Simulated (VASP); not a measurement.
# InP (eos) (F-43m) in VASP: further runs, part 2 of 2

VASP 6.6.1. The steps go on from the part before.

### 3 Single point, LDA (volume scaled by 1.06)

The input, INCAR:

```
SYSTEM = InP
  PREC = Accurate
  ENCUT = 520
  EDIFF = 1E-7
  ISMEAR = 0
  SIGMA = 0.02
  LREAL = .FALSE.
  LASPH = .TRUE.
  NELM = 80
  ALGO = Normal
  ISIF = 2
  LWAVE = .FALSE.
  LCHARG = .FALSE.
  GGA = CA
  NBANDS = 16
```

The input, KPOINTS:

```
regular mesh
0
G
  10 10 10
  0 0 0
```

The input, POSCAR:

```
InP
1.0
    0.0000000000      2.9705775377      2.9705775377
    2.9705775377      0.0000000000      2.9705775377
    2.9705775377      2.9705775377      0.0000000000
In P
1 1
Direct
    0.0000000000      0.0000000000      0.0000000000
    0.7500000000      0.7500000000      0.7500000000
```

Potentials or basis: VASP PAW LDA potentials, release 64 (In_d, P).

Started as:

```console
$ cat potpaw_LDA.64/In_d/POTCAR potpaw_LDA.64/P/POTCAR > POTCAR
$ mpirun -np 1 vasp_std > vasp.out
```

OUTCAR:

```text
SYSTEM = InP
   PREC = Accurate
   ENCUT = 520
   EDIFF = 1E-7
   ISMEAR = 0
   LREAL = .FALSE.
   LASPH = .TRUE.
   NELM = 80
   ISIF = 2
   GGA = CA

 ion  position               nearest neighbor table
   1  0.000  0.000  0.000-   2 2.57   2 2.57   2 2.57   2 2.57
   2  0.750  0.750  0.750-   1 2.57   1 2.57   1 2.57   1 2.57

  LATTYP: Found a face centered cubic cell.
 ALAT       =     5.9411550754

  Lattice vectors:

 A1 = (   0.0000000000,   2.9705775377,   2.9705775377)
 A2 = (   2.9705775377,   0.0000000000,   2.9705775377)
 A3 = (   2.9705775377,   2.9705775377,   0.0000000000)

Analysis of symmetry for initial positions (statically):
=====================================================================
 Subroutine PRICEL returns:
 Original cell was already a primitive cell.

 Routine SETGRP: Setting up the symmetry group for a
 face centered cubic supercell.

 Subroutine GETGRP returns: Found 24 space group operations
 (whereof 24 operations were pure point group operations)
 out of a pool of 48 trial point group operations.

The static configuration has the point symmetry T_d .

Analysis of symmetry for dynamics (positions and initial velocities):
=====================================================================
 Subroutine PRICEL returns:
 Original cell was already a primitive cell.

 Routine SETGRP: Setting up the symmetry group for a
 face centered cubic supercell.

 Subroutine GETGRP returns: Found 24 space group operations
 (whereof 24 operations were pure point group operations)
 out of a pool of 48 trial point group operations.

The dynamic configuration has the point symmetry T_d .

 Subroutine INISYM returns: Found 24 space group operations
 (whereof 24 operations are pure point group operations),
 and found     1 'primitive' translations

----------------------------------------------------------------------------------------

                                     Primitive cell

  volume of cell :      52.4267

  direct lattice vectors                    reciprocal lattice vectors
     0.000000000  2.970577538  2.970577538    -0.168317438  0.168317438  0.168317438
     2.970577538  0.000000000  2.970577538     0.168317438 -0.168317438  0.168317438
     2.970577538  2.970577538  0.000000000     0.168317438  0.168317438 -0.168317438

  length of vectors
     4.201031042  4.201031042  4.201031042     0.291534354  0.291534354  0.291534354

  position of ions in fractional coordinates (direct lattice)
     0.000000000  0.000000000  0.000000000
     0.750000000  0.750000000  0.750000000

  ion indices of the primitive-cell ions
   primitive index   ion index
                 1           1
                 2           2

----------------------------------------------------------------------------------------

 KPOINTS: regular mesh

Automatic generation of k-mesh.
 Grid dimensions read from file:
 generate k-points for:   10   10   10

 Generating k-lattice:

  Cartesian coordinates                     Fractional coordinates (reciprocal lattice)
    -0.016831744  0.016831744  0.016831744     0.100000000  0.000000000  0.000000000
     0.016831744 -0.016831744  0.016831744     0.000000000  0.100000000  0.000000000
     0.016831744  0.016831744 -0.016831744     0.000000000  0.000000000  0.100000000

  Length of vectors
     0.029153435  0.029153435  0.029153435

  Shift w.r.t. Gamma in fractional coordinates (k-lattice)
     0.000000000  0.000000000  0.000000000

 Subroutine IBZKPT returns following result:
 ===========================================

 Found     47 irreducible k-points:

 Following reciprocal coordinates:
            Coordinates               Weight
  0.000000  0.000000  0.000000      1.000000
  0.100000  0.000000  0.000000      8.000000
  0.200000  0.000000  0.000000      8.000000
  0.300000  0.000000  0.000000      8.000000
  0.400000  0.000000  0.000000      8.000000
  0.500000  0.000000  0.000000      4.000000
[... 16 lines left out ...]
  0.300000  0.300000  0.000000      6.000000
  0.400000  0.300000  0.000000     24.000000
 [... further k-points ...]
   k-points           NKPTS =     47   k-points in BZ     NKDIM =     47   number of bands    NBANDS=     16
   number of dos      NEDOS =    301   number of ions     NIONS =      2
   total plane-waves  NPLWV =  32768
   dimension x,y,z NGX =    32 NGY =   32 NGZ =   32
   dimension x,y,z NGXF=    64 NGYF=   64 NGZF=   64
   ions per type =               1   1
   NGX,Y,Z   is equivalent  to a cutoff of  12.66, 12.66, 12.66 a.u.
   NGXF,Y,Z  is equivalent  to a cutoff of  25.33, 25.33, 25.33 a.u.
 SYSTEM =  InP
   PREC   = accura    normal or accurate (medium, high low for compatibility)
   ISTART =      0    job   : 0-new  1-cont  2-samecut
   ICHARG =      2    charge: 1-file 2-atom 10-const
   ISPIN  =      1    spin polarized calculation?
   LNONCOLLINEAR =      F non collinear calculations
   LSORBIT =      F    spin-orbit coupling
   LASPH  =      T    aspherical Exc in radial PAW
   ENCUT  =  520.0 eV  38.22 Ry    6.18 a.u.   7.81  7.81  7.81*2*pi/ulx,y,z
   NELM   =     80;   NELMIN=  2; NELMDL= -5     # of ELM steps
   EDIFF  = 0.1E-06   stopping-criterion for ELM
   LREAL  =      F    real-space projection
   EDIFFG = 0.1E-05   stopping-criterion for IOM
   NSW    =      0    number of steps for IOM
   IBRION =     -1    ionic relax: 0-MD 1-quasi-New 2-CG
   NFREE  =      0    steps in history (QN), initial steepest desc. (CG)
   ISIF   =      2    stress and relaxation
   ISYM   =      2    0-nonsym 1-usesym 2-fastsym
   POTIM  = 0.5000    time-step for ionic-motion
   TEBEG  =    0.0;   TEEND  =   0.0 temperature during run
   PSTRESS=    0.0 pullay stress
   NELECT =      18.0000    total number of electrons
   NUPDOWN=      -1.0000    fix difference up-down
   EMIN   =  10.00;   EMAX   =-10.00  energy-range for DOS
   EFERMI =   0.00;   METHOD = LEGACY
   ISMEAR =     0;   SIGMA  =   0.02  broadening in eV -4-tet -1-fermi 0-gaus
   EFERMI_NEDOS =   21; number of points for ismear=-14 and -15
   IALGO  =     38    algorithm
   IMIX   =      4    mixing-type and parameters
     AMIX     =   0.40;   BMIX     =  1.00
     AMIX_MAG =   1.60;   BMIX_MAG =  1.00
  volume/ion in A,a.u.               =      26.21       176.90
  Fermi-wavevector in a.u.,A,eV,Ry     =   1.146344  2.166275 17.879463  1.314103
  Thomas-Fermi vector in A             =   2.283028
   LORBIT       =      0    0 simple, 1 ext, 2 COOP (PROOUT), +10 PAW based schemes
   GGA     = CA    functional components
   LHFCALC =     F    Hartree Fock is set to
   AEXX    =    0.0000 exact exchange contribution
   IVDW    =     0    specifies the selected vdW correction
   LEPSILON=     F    determine dielectric tensor
   LRPA    =     F    only Hartree local field effects (RPA)
 non-spin polarized calculation
 Gauss-broadening in eV      SIGMA  =   0.02
  energy-cutoff  :      520.00
  volume of cell :       52.43
 maximum number of plane-waves:      1428
   NGX = 15   NGY = 15   NGZ = 15

 number of electron      18.0000007 magnetization

 Free energy of the ion-electron system (eV)
  ---------------------------------------------------
  ext. energy  EPLUGINS =         0.00000000
  ---------------------------------------------------
  free energy    TOTEN  =        -9.64002958 eV

  energy without entropy =       -9.64002958  energy(sigma->0) =       -9.64002958

 E-fermi :   4.6838     XC(G=0):  -9.4368

 val. band max:        4.5680758886   @ k =   0.0000   0.0000   0.0000
 cond. band min:       4.8579541862   @ k =   0.0000   0.0000   0.0000
 fundamental gap:      0.2898782976
 Fermi energy:         4.6838413039

 k-point     1 :       0.0000    0.0000    0.0000
  band No.  band energies     occupation
      1      -9.5375      2.00000
      2      -9.5375      2.00000
      3      -9.5375      2.00000
      4      -9.4019      2.00000
      5      -9.4019      2.00000
      6      -6.7046      2.00000
[... 8 lines left out ...]
     15      13.9507      0.00000
     16      13.9507      0.00000
[... 419 lines left out ...]
 k-point    24 :       0.4000    0.3000    0.0000
  band No.  band energies     occupation
      1      -9.6662      2.00000
      2      -9.4702      2.00000
      3      -9.4673      2.00000
      4      -9.4324      2.00000
      5      -9.3784      2.00000
      6      -5.1237      2.00000
[... 8 lines left out ...]
     15      15.1122      0.00000
     16      16.8924      0.00000

 [... further k-points ...]

------------------------ aborting loop because EDIFF is reached ----------------------------------------

  FORCE on cell =-STRESS in cart. coord.  units (eV):
  Direction    XX          YY          ZZ          XY          YZ          ZX
  --------------------------------------------------------------------------------------
  -------------------------------------------------------------------------------------
  Total       -1.1830304     -1.1830304     -1.1830304      0.0000000      0.0000000     -0.0000000
  in kB      -36.1537889    -36.1537889    -36.1537889      0.0000000      0.0000000     -0.0000000
  external PRESSURE =     -36.1537889 kB  Pullay stress =       0.0000000 kB

 VOLUME and BASIS-vectors are now :
 -----------------------------------------------------------------------------
  energy-cutoff  :      520.00
  volume of cell :       52.43
      direct lattice vectors                 reciprocal lattice vectors
     0.000000000  2.970577538  2.970577538    -0.168317438  0.168317438  0.168317438
     2.970577538  0.000000000  2.970577538     0.168317438 -0.168317438  0.168317438
     2.970577538  2.970577538  0.000000000     0.168317438  0.168317438 -0.168317438

 POSITION                                       TOTAL-FORCE (eV/Angst)
 -----------------------------------------------------------------------------------
      0.00000      0.00000      0.00000         0.000000     -0.000000     -0.000000
      4.45587      4.45587      4.45587        -0.000000      0.000000      0.000000
 -----------------------------------------------------------------------------------
    total drift:                                0.000000      0.000000      0.000000

  FREE ENERGIE OF THE ION-ELECTRON SYSTEM (eV)
  ---------------------------------------------------
  free  energy   TOTEN  =        -9.6400295752 eV

  energy  without entropy=       -9.6400295752  energy(sigma->0) =       -9.64002958
```

stdout:

```text
POSCAR found type information on POSCAR InP
 POSCAR found :  2 types and       2 ions
 scaLAPACK will be used
 LDA part: xc-table for (Slater(with rela. corr.)+CA(PZ))
 , standard interpolation
 POSCAR, INCAR and KPOINTS ok, starting setup
 FFT: planning ... GRIDC
 FFT: planning ... GRID_SOFT
 FFT: planning ... GRID
 WAVECAR not read
 entering main loop
```

It took 31 s on 1 thread of Intel Xeon 8259CL, shared host; peak memory 0.17 GiB.

What came out:

| Property | Result |
| --- | --- |
| Free energy | -9.6400 eV |
| Pressure | -3.6 GPa |
| Band gap on the k mesh | 0.29 eV, direct |

Caveat: spin-orbit coupling is left out, which moves the levels of the heavy elements.
